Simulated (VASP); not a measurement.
# ScAl4 (C2/m) in VASP: a series of runs

The runs below take ScAl4 through single point, relaxation of cell and atoms, with PBE.

Program: VASP 6.6.1. These are calculated values, not measurements. Logs are shortened: lines on timing, memory, paths and dates and some standing lists are left out, and cuts for length are marked.

**1. The cell of the first run**

The structure is monoclinic, space group C2/m (No. 12). Conventional cell: a = 9.374 Å, b = 4.003 Å, c = 6.634 Å, α = 90.00°, β = 134.48°, γ = 90.00°. Within 3.8 Å of Sc (site symmetry 2/m) lie 12 Al at 2.92 to 3.00 Å. Al (site symmetry m) has 9 Al at 2.86 to 3.04 Å and 3 Sc at 2.92 to 3.00 Å within 3.8 Å. Al (site symmetry m) has 9 Al at 2.86 to 3.04 Å and 3 Sc at 2.92 to 2.97 Å within 3.8 Å.

**2. Single point, PBE**

Input file INCAR:

```
  ALGO = Normal
  EDIFF = 1E-7
  ENCUT = 520
  GGA = PE
  ISIF = 2
  ISMEAR = 0
  LASPH = T
  LCHARG = T
  LELF = T
  LREAL = F
  LVHAR = T
  LWAVE = F
  NBANDS = 20
  NELM = 80
  PREC = Accurate
  SIGMA = 0.1
```

Input file KPOINTS:

```
k-points
0
Gamma
  6 6 4
```

Input file POSCAR:

```
ScAl4
1.0
    4.6867354393     -2.0012779750     -0.0259989241
    4.6867354393      2.0012779750     -0.0259989241
   -4.6995097492      0.0000000000      4.7595340195
Sc Al
1 4
Direct
    0.0000000000      0.0000000000      0.5000000000
    0.8036282020      0.8036282020      0.9018629824
    0.4045394223      0.4045394223      0.7088521458
    0.5954605777      0.5954605777      0.2911478542
    0.1963717980      0.1963717980      0.0981370176
```

Potentials or basis: VASP PAW PBE potentials, release 64 (Sc_sv, Al).

On the command line:

```
$ cat potpaw_PBE.64/Sc_sv/POTCAR potpaw_PBE.64/Al/POTCAR > POTCAR
$ mpirun -np 1 vasp_std > vasp.out
```

OUTCAR:

```text
EDIFF = 1E-7
   ENCUT = 520
   GGA = PE
   ISIF = 2
   ISMEAR = 0
   LASPH = T
   LREAL = F
   NELM = 80
   PREC = Accurate

 ion  position               nearest neighbor table
   1  0.000  0.000  0.500-   2 2.92   2 2.92   5 2.92   5 2.92   3 2.92   4 2.92   3 2.92   4 2.92
                             3 2.97   4 2.97   5 3.00   2 3.00
   2  0.804  0.804  0.902-   4 2.86   4 2.86   3 2.88   3 2.88   5 2.91   1 2.92   1 2.92   5 2.93
                             5 2.93   3 2.97   1 3.00   4 3.04
   3  0.405  0.405  0.709-   5 2.86   5 2.86   2 2.88   2 2.88   4 2.92   1 2.92   1 2.92   4 2.96
                             4 2.96   2 2.97   1 2.97   5 3.04
   4  0.595  0.595  0.291-   2 2.86   2 2.86   5 2.88   5 2.88   3 2.92   1 2.92   1 2.92   3 2.96
                             3 2.96   5 2.97   1 2.97   2 3.04
   5  0.196  0.196  0.098-   3 2.86   3 2.86   4 2.88   4 2.88   2 2.91   1 2.92   1 2.92   2 2.93
                             2 2.93   4 2.97   1 3.00   3 3.04

  Warning from LATTYP: Got some problem with cell dimensions!
  Tried to take original basis but could not verify dimensions!
  LATTYP: Found a base centered monoclinic cell.
 ALAT       =     9.3736151024
 B/A-ratio  =     0.4270023792
 C/A-ratio  =     0.7077059138
 COS(beta)  =    -0.7006242784

  Lattice vectors:

 A1 = (  -4.6867354393,   2.0012779750,   0.0259989241)
 A2 = (  -4.6867354393,  -2.0012779750,   0.0259989241)
 A3 = (   4.6739611294,  -0.0000000000,   4.7075361713)

Analysis of symmetry for initial positions (statically):
=====================================================================
 Subroutine PRICEL returns:
 Original cell was already a primitive cell.

 Routine SETGRP: Setting up the symmetry group for a
 base centered monoclinic supercell.

 Subroutine GETGRP returns: Found  4 space group operations
 (whereof  4 operations were pure point group operations)
 out of a pool of  4 trial point group operations.

The static configuration has the point symmetry C_2h.

Analysis of symmetry for dynamics (positions and initial velocities):
=====================================================================
 Subroutine PRICEL returns:
 Original cell was already a primitive cell.

 Routine SETGRP: Setting up the symmetry group for a
 base centered monoclinic supercell.

 Subroutine GETGRP returns: Found  4 space group operations
 (whereof  4 operations were pure point group operations)
 out of a pool of  4 trial point group operations.

The dynamic configuration has the point symmetry C_2h.

 Subroutine INISYM returns: Found  4 space group operations
 (whereof  4 operations are pure point group operations),
 and found     1 'primitive' translations

----------------------------------------------------------------------------------------

                                     Primitive cell

  volume of cell :      88.7947

  direct lattice vectors                    reciprocal lattice vectors
     4.686735439 -2.001277975 -0.025998924     0.107271635 -0.249840355  0.105918792
     4.686735439  2.001277975 -0.025998924     0.107271635  0.249840355  0.105918792
    -4.699509749  0.000000000  4.759534020     0.001171941  0.000000000  0.211261763

  length of vectors
     5.096202366  5.096202366  6.688688658     0.291798213  0.291798213  0.211265014

  position of ions in fractional coordinates (direct lattice)
     0.000000000  0.000000000  0.500000000
     0.803628202  0.803628202  0.901862982
     0.404539422  0.404539422  0.708852146
     0.595460578  0.595460578  0.291147854
     0.196371798  0.196371798  0.098137018

  ion indices of the primitive-cell ions
   primitive index   ion index
                 1           1
                 2           2
                 3           3
                 4           4
                 5           5

----------------------------------------------------------------------------------------

 KPOINTS: k-points

Automatic generation of k-mesh.
 Grid dimensions read from file:
 generate k-points for:    6    6    4

 Generating k-lattice:

  Cartesian coordinates                     Fractional coordinates (reciprocal lattice)
     0.017878606 -0.041640059  0.017653132     0.166666667 -0.000000000  0.000000000
     0.017878606  0.041640059  0.017653132    -0.000000000  0.166666667  0.000000000
     0.000292985  0.000000000  0.052815441     0.000000000  0.000000000  0.250000000

  Length of vectors
     0.048633036  0.048633036  0.052816253

  Shift w.r.t. Gamma in fractional coordinates (k-lattice)
     0.000000000  0.000000000  0.000000000

 Subroutine IBZKPT returns following result:
 ===========================================

 Found     47 irreducible k-points:

 Following reciprocal coordinates:
            Coordinates               Weight
  0.000000  0.000000  0.000000      1.000000
  0.166667  0.000000  0.000000      4.000000
  0.333333  0.000000  0.000000      4.000000
  0.500000  0.000000  0.000000      2.000000
  0.166667  0.166667  0.000000      2.000000
  0.333333  0.166667  0.000000      4.000000
[... 16 lines left out ...]
 -0.333333  0.166667  0.250000      4.000000
 -0.166667  0.166667  0.250000      4.000000
 [... further k-points ...]
   k-points           NKPTS =     47   k-points in BZ     NKDIM =     47   number of bands    NBANDS=     20
   number of dos      NEDOS =    301   number of ions     NIONS =      5
   total plane-waves  NPLWV =  80000
   dimension x,y,z NGX =    40 NGY =   40 NGZ =   50
   dimension x,y,z NGXF=    80 NGYF=   80 NGZF=  100
   ions per type =               1   4
   NGX,Y,Z   is equivalent  to a cutoff of  13.05, 13.05, 12.43 a.u.
   NGXF,Y,Z  is equivalent  to a cutoff of  26.10, 26.10, 24.85 a.u.
 SYSTEM =  unknown system
   PREC   = accura    normal or accurate (medium, high low for compatibility)
   ISTART =      0    job   : 0-new  1-cont  2-samecut
   ICHARG =      2    charge: 1-file 2-atom 10-const
   ISPIN  =      1    spin polarized calculation?
   LNONCOLLINEAR =      F non collinear calculations
   LSORBIT =      F    spin-orbit coupling
   LASPH  =      T    aspherical Exc in radial PAW
   ENCUT  =  520.0 eV  38.22 Ry    6.18 a.u.   9.48  9.48 12.44*2*pi/ulx,y,z
   NELM   =     80;   NELMIN=  2; NELMDL= -5     # of ELM steps
   EDIFF  = 0.1E-06   stopping-criterion for ELM
   LREAL  =      F    real-space projection
   EDIFFG = 0.1E-05   stopping-criterion for IOM
   NSW    =      0    number of steps for IOM
   IBRION =     -1    ionic relax: 0-MD 1-quasi-New 2-CG
   NFREE  =      0    steps in history (QN), initial steepest desc. (CG)
   ISIF   =      2    stress and relaxation
   ISYM   =      2    0-nonsym 1-usesym 2-fastsym
   POTIM  = 0.5000    time-step for ionic-motion
   TEBEG  =    0.0;   TEEND  =   0.0 temperature during run
   PSTRESS=    0.0 pullay stress
   NELECT =      23.0000    total number of electrons
   NUPDOWN=      -1.0000    fix difference up-down
   EMIN   =  10.00;   EMAX   =-10.00  energy-range for DOS
   EFERMI =   0.00;   METHOD = LEGACY
   ISMEAR =     0;   SIGMA  =   0.10  broadening in eV -4-tet -1-fermi 0-gaus
   EFERMI_NEDOS =   21; number of points for ismear=-14 and -15
   IALGO  =     38    algorithm
   IMIX   =      4    mixing-type and parameters
     AMIX     =   0.40;   BMIX     =  1.00
     AMIX_MAG =   1.60;   BMIX_MAG =  1.00
  volume/ion in A,a.u.               =      17.76       119.84
  Fermi-wavevector in a.u.,A,eV,Ry     =   1.043570  1.972062 14.817280  1.089039
  Thomas-Fermi vector in A             =   2.178285
   LORBIT       =      0    0 simple, 1 ext, 2 COOP (PROOUT), +10 PAW based schemes
   GGA     = PE    functional components
   LHFCALC =     F    Hartree Fock is set to
   AEXX    =    0.0000 exact exchange contribution
   IVDW    =     0    specifies the selected vdW correction
   LEPSILON=     F    determine dielectric tensor
   LRPA    =     F    only Hartree local field effects (RPA)
 non-spin polarized calculation
 Gauss-broadening in eV      SIGMA  =   0.10
  energy-cutoff  :      520.00
  volume of cell :       88.79
 maximum number of plane-waves:      2427
 NGX is ok and might be reduce to    40
   NGX = 19   NGY = 19   NGZ = 25

 number of electron      23.0000001 magnetization

 Free energy of the ion-electron system (eV)
  ---------------------------------------------------
  ext. energy  EPLUGINS =         0.00000000
  ---------------------------------------------------
  free energy    TOTEN  =       -22.31385981 eV

  energy without entropy =      -22.30635394  energy(sigma->0) =      -22.31010688

 E-fermi :   6.9828     XC(G=0): -10.2025

 val. band max:        6.8609301594   @ k =  -0.0000  -0.0000   0.2500
 cond. band min:       6.9834004567   @ k =   0.1667   0.0000   0.2500
 fundamental gap:      0.1224702973
 Fermi energy:         6.9828440011

 k-point     1 :       0.0000    0.0000    0.0000
  band No.  band energies     occupation
      1     -42.1715      2.00000
      2     -20.8750      2.00000
      3     -20.8678      2.00000
      4     -20.8342      2.00000
      5      -3.0662      2.00000
      6       2.5937      2.00000
[... 12 lines left out ...]
     19      10.9899      0.00000
     20      11.1136      0.00000

 k-point     2 :       0.1667    0.0000    0.0000
  band No.  band energies     occupation
      1     -42.1710      2.00000
      2     -20.8745      2.00000
      3     -20.8673      2.00000
      4     -20.8430      2.00000
      5      -2.7104      2.00000
      6       2.3202      2.00000
[... 12 lines left out ...]
     19      10.7016      0.00000
     20      10.9551      0.00000
[... 465 lines left out ...]
      3     -20.8690      2.00000
      4     -20.8656      2.00000
      5      -0.5624      2.00000
      6       0.7992      2.00000
[... 12 lines left out ...]
     19      11.8162      0.00000
     20      11.9003      0.00000

 k-point    24 :      -0.1667    0.1667    0.2500
  band No.  band energies     occupation
      1     -42.1702      2.00000
      2     -20.8733      2.00000
      3     -20.8666      2.00000
      4     -20.8603      2.00000
      5      -1.6416      2.00000
      6       1.5924      2.00000
[... 12 lines left out ...]
     19      11.1994      0.00000
     20      11.3737      0.00000

 [... further k-points ...]

------------------------ aborting loop because EDIFF is reached ----------------------------------------

  FORCE on cell =-STRESS in cart. coord.  units (eV):
  Direction    XX          YY          ZZ          XY          YZ          ZX
  --------------------------------------------------------------------------------------
  -------------------------------------------------------------------------------------
  Total        0.0833840     -0.0729633     -0.1205703      0.0000000      0.0000000      0.0718930
  in kB        1.5045494     -1.3165220     -2.1755239      0.0000000      0.0000000      1.2972092
  external PRESSURE =      -0.6624988 kB  Pullay stress =       0.0000000 kB

 VOLUME and BASIS-vectors are now :
 -----------------------------------------------------------------------------
  energy-cutoff  :      520.00
  volume of cell :       88.79
      direct lattice vectors                 reciprocal lattice vectors
     4.686735439 -2.001277975 -0.025998924     0.107271635 -0.249840355  0.105918792
     4.686735439  2.001277975 -0.025998924     0.107271635  0.249840355  0.105918792
    -4.699509749  0.000000000  4.759534020     0.001171941  0.000000000  0.211261763

 POSITION                                       TOTAL-FORCE (eV/Angst)
 -----------------------------------------------------------------------------------
     -2.34975      0.00000      2.37977        -0.000000      0.000000      0.000000
      3.29447      0.00000      4.25066        -0.003767      0.000000     -0.017126
      0.46068      0.00000      3.35277         0.000813      0.000000     -0.024451
      4.21328      0.00000      1.35477        -0.000813      0.000000      0.024451
      1.37949      0.00000      0.45688         0.003767      0.000000      0.017126
 -----------------------------------------------------------------------------------
    total drift:                               -0.000000      0.000000     -0.000000

  FREE ENERGIE OF THE ION-ELECTRON SYSTEM (eV)
  ---------------------------------------------------
  free  energy   TOTEN  =       -22.3138598091 eV

  energy  without entropy=      -22.3063539448  energy(sigma->0) =      -22.31010688
```

Wall time 60 s (1 thread of Intel Xeon 6975P-C (Granite Rapids), shared host); peak memory 0.3 GiB.

What came out:

```yaml
Free_energy: -22.3139 eV
Pressure: -0.1 GPa
Largest_force: 0.024 eV/Å
Band_gap_on_the_k_mesh: zero (an odd number of electrons rules out a gap without spin polarisation)
```

Forces on the atoms (eV/Å):
```
Sc   0.000  0.000  0.000
Al  -0.004  0.000 -0.017
Al   0.001  0.000 -0.024
Al  -0.001  0.000  0.024
Al   0.004  0.000  0.017
```

Levels at points of the mesh, in eV from the Fermi level:
```csv
k point,band 8,band 9,band 10,band 11,band 12,band 13,band 14,band 15,band 16,band 17
"(0.00, 0.00, 0.00)",-3.24,-3.19,-0.47,-0.39,0.02,0.29,0.53,2.20,2.24,2.33
"(0.50, 0.00, 0.00)",-3.66,-3.47,-3.06,-1.35,0.11,0.18,1.30,2.48,2.58,3.18
"(0.50, 0.50, 0.00)",-5.26,-1.60,-0.89,0.93,1.00,1.06,1.78,2.78,4.00,4.57
"(0.00, 0.00, 0.50)",-2.54,-1.98,-1.40,-1.15,0.27,0.62,1.08,1.18,2.83,3.16
"(0.50, 0.00, 0.50)",-3.68,-3.44,-3.06,-1.41,0.02,0.13,1.37,2.52,2.58,3.18
"(0.50, 0.50, 0.50)",-2.51,-1.98,-1.46,-1.38,0.32,0.69,1.02,1.23,2.85,3.24
```

**3. Relaxation of cell and atoms, PBE**

This run uses another cell than the first one, of 16.19 Å³/atom.

Input file INCAR:

```
SYSTEM = ScAl4
ALGO = Normal
EDIFF = 1E-6
EDIFFG = -0.04
ENCUT = 600
GGA = PE
IBRION = 2
ISIF = 3
ISMEAR = 0
LASPH = .True.
LCHARG = .False.
LREAL = .False.
LWAVE = .False.
NELM = 80
NSW = 90
PREC = Accurate
SIGMA = 0.1
```

Input file KPOINTS:

```
k-points
0
Gamma
  6 6 4
  0 0 0
```

Input file POSCAR:

```
ScAl4
1.0
    4.4821090600     -2.0101316500      0.0000000000
    4.4821090600      2.0101316500      0.0000000000
   -4.4694091600      0.0000000000      4.4916059300
Sc Al
1 4
Direct
    0.0000000000      0.0000000000      0.5000000000
    0.8000000000      0.8000000000      0.9000000000
    0.4000000000      0.4000000000      0.7000000000
    0.6000000000      0.6000000000      0.3000000000
    0.2000000000      0.2000000000      0.1000000000
```

Potentials or basis: VASP PAW PBE potentials, release 64 (Sc_sv, Al).

On the command line:

```
$ cat potpaw_PBE.64/Sc_sv/POTCAR potpaw_PBE.64/Al/POTCAR > POTCAR
$ mpirun -np 1 vasp_std > vasp.out
```

Wall time 4 min (1 thread of Intel Xeon 6975P-C (Granite Rapids), shared host); peak memory 0.33 GiB.

It converged, with:

```yaml
Free_energy: -22.3144 eV
Relaxed_volume: 17.76 Å³/atom
Relaxed_cell: a = 5.111 Å, b = 5.111 Å, c = 6.685 Å, α = 130.65°, β = 130.65°, γ = 46.05°
Space_group_after_relaxing_to_0.1_Å: I4/m (No. 87)
Energy_gained_by_relaxing: 50.1 meV/atom
Ionic_steps: 8
Pressure_after_relaxing: -0.1 GPa
Largest_force_after_relaxing: 0.009 eV/Å
Band_gap_on_the_k_mesh: zero (an odd number of electrons rules out a gap without spin polarisation)
```

Forces on the atoms (eV/Å):
```
Sc   0.000  0.000  0.000
Al  -0.008  0.000  0.004
Al   0.001  0.000  0.006
Al  -0.001  0.000 -0.006
Al   0.008  0.000 -0.004
```

Stress tensor (GPa, compression positive):
```
-0.10  0.00  0.00
 0.00 -0.01  0.00
 0.00  0.00 -0.13
```

The path:
```
step  energy change (eV)  largest force (eV/Å)  pressure (GPa)  volume (Å³)
   1              0.0000                0.2416            8.70        80.94
   2             -0.2080                0.0800           -2.38        91.66
   3             -0.2238                0.1043           -0.37        89.16
   4             -0.2398                0.0985           -0.20        88.96
   5             -0.2472                0.1062            0.02        88.71
   6             -0.2473                0.1072            0.05        88.69
   7             -0.2494                0.0651           -0.01        88.74
   8             -0.2505                0.0089           -0.08        88.81
```

Final structure:
```
CELL_PARAMETERS angstrom
4.70410 -1.99901 -0.02026
4.70410 1.99901 -0.02026
-4.71113 0.00000 4.74260
ATOMIC_POSITIONS crystal
Sc 0.00000 0.00000 0.50000
Al 0.80385 0.80385 0.90135
Al 0.40325 0.40325 0.70684
Al 0.59675 0.59675 0.29316
Al 0.19615 0.19615 0.09865
```

Levels at points of the mesh, in eV from the Fermi level:
| k point | band 9 | band 10 | band 11 | band 12 | band 13 | band 14 | band 15 |
| --- | --- | --- | --- | --- | --- | --- | --- |
| (0.00, 0.00, 0.00) | -3.19 | -0.44 | -0.41 | 0.02 | 0.29 | 0.56 | 2.23 |
| (0.50, 0.00, 0.00) | -3.47 | -3.06 | -1.37 | 0.09 | 0.16 | 1.31 | 2.59 |
| (0.50, 0.50, 0.00) | -1.58 | -0.88 | 0.95 | 0.98 | 1.05 | 1.77 | 2.79 |
| (0.00, 0.00, 0.50) | -2.00 | -1.41 | -1.23 | 0.28 | 0.66 | 1.08 | 1.19 |
| (0.50, 0.00, 0.50) | -3.44 | -3.06 | -1.41 | 0.02 | 0.13 | 1.36 | 2.59 |
| (0.50, 0.50, 0.50) | -1.98 | -1.42 | -1.33 | 0.29 | 0.67 | 1.07 | 1.21 |

**4. Single point, PBE**

This run uses another cell than the first one, of 17.71 Å³/atom.

Input file INCAR:

```
ALGO = Fast
EDIFF = 1E-6
ENCUT = 520
GGA = PE
ISIF = 2
ISMEAR = 0
LASPH = True
LCHARG = False
LREAL = False
LWAVE = False
NBANDS = 20
NELM = 80
PREC = Accurate
SIGMA = 0.1
```

Input file KPOINTS:

```
k-points
0
Gamma
  12 12 8
```

Input file POSCAR:

```
ScAl4
1.0
    4.6924615668     -2.0072225561     -0.0253391814
    4.6924615668      2.0072225561     -0.0253391814
   -4.6789732690      0.0000000000      4.7248970640
Sc Al
1 4
Direct
    0.5000000000      0.5000000000      0.5000000000
    0.9046754716      0.9046754716      0.1011337923
    0.6964819788      0.6964819788      0.2921049355
    0.3035180212      0.3035180212      0.7078950645
    0.0953245284      0.0953245284      0.8988662077
```

On the command line:

```
$ cat potpaw_PBE.64/Sc_sv/POTCAR potpaw_PBE.64/Al/POTCAR > POTCAR
$ mpirun -np 1 vasp_std > vasp.out
```

It took 7 min on 1 thread of Intel Xeon 6975P-C (Granite Rapids), shared host; peak memory 0.66 GiB.

It converged, with:

```yaml
Free_energy: -22.2838 eV
Pressure: 0.0 GPa
Largest_force: 0.006 eV/Å
Band_gap_on_the_k_mesh: zero (an odd number of electrons rules out a gap without spin polarisation)
```

Forces on the atoms (eV/Å):
```
Sc   0.000  0.000  0.000
Al   0.003  0.000 -0.002
Al  -0.003  0.000 -0.006
Al   0.003  0.000  0.006
Al  -0.003  0.000  0.002
```

Levels at points of the mesh, in eV from the Fermi level:
```csv
k point,band 9,band 10,band 11,band 12,band 13,band 14,band 15,band 16
"(0.00, 0.00, 0.00)",-3.19,-0.45,-0.44,0.07,0.34,0.49,2.22,2.22
"(0.50, 0.00, 0.00)",-3.44,-3.04,-1.35,0.11,0.20,1.37,2.56,2.59
"(0.50, 0.50, 0.00)",-1.65,-0.91,0.97,0.97,1.11,1.83,2.79,4.02
"(0.00, 0.00, 0.50)",-1.96,-1.47,-1.23,0.33,0.63,1.01,1.22,2.85
"(0.50, 0.00, 0.50)",-3.42,-3.05,-1.37,0.07,0.20,1.38,2.55,2.59
"(0.50, 0.50, 0.50)",-1.99,-1.46,-1.23,0.34,0.62,1.01,1.22,2.86
```

**5. Overview**

| task | cell | k mesh | cutoff (eV) | gap on the mesh (eV) | pressure (GPa) | largest force (eV/Å) |
| --- | --- | --- | --- | --- | --- | --- |
| single point | a = 5.096, b = 5.096, c = 6.689 Å, angles 130.5, 130.5, 46.2°, 5 atoms, atomic positions A | 6 × 6 × 4 | 520 | none | -0.1 | 0.02 |
| relaxation of cell and atoms | relaxed from a = 4.912, b = 4.912, c = 6.336 Å, angles 130.1, 130.1, 48.3°, 5 atoms, atomic positions B | 6 × 6 × 4 | 600 | none | -0.1 | 0.01 |
| single point | a = 5.104, b = 5.104, c = 6.650 Å, angles 130.6, 130.6, 46.3°, 5 atoms, atomic positions C | 12 × 12 × 8 | 520 | none | 0.0 | 0.01 |

Alike in all rows: level PBE; potentials or basis VASP PAW PBE potentials, release 64 (Sc_sv, Al); no spin polarisation; smearing gaussian 0.1 eV.

Absolute energies hang on the potentials; compare differences alone.
